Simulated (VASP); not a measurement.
Input of a VASP 6.6.1 run:

File INCAR:

```
PREC = Accurate
ENCUT = 520
EDIFF = 1E-6
ISMEAR = 0
SIGMA = 0.1
LREAL = F
LASPH = T
NELM = 60
ALGO = Normal
ISIF = 2
LWAVE = F
LCHARG = F
GGA = PE
NBANDS = 26
```

File KPOINTS:

```
Automatic mesh
0
Gamma
  18 18 18
```

Contents of POSCAR:

```
NbP
1.0
   -1.7550054278      1.7550054278      5.2083817788
    1.7550054278     -1.7550054278      5.2083817788
    1.7550054278      1.7550054278     -5.2083817788
Nb P
2 2
Direct
    0.0000000000      0.0000000000      0.0000000000
    0.7500000000      0.2500000000      0.5000000000
    0.5000000000      0.5000000000      0.0000000000
    0.2500000000      0.7500000000      0.5000000000
```

Potentials or basis: VASP PAW PBE potentials, release 64 (Nb_sv, P).

Launch:

```bash
$ cat potpaw_PBE.64/Nb_sv/POTCAR potpaw_PBE.64/P/POTCAR > POTCAR
$ mpirun -np 1 vasp_std > vasp.out
```

(1) Predict the band gap on the k mesh.

(2) What does it give for the pressure?

Answers

(1) zero (band 18 reaches 11.28 eV, above the bottom of band 19 at 10.12 eV).

(2) -0.3 GPa.
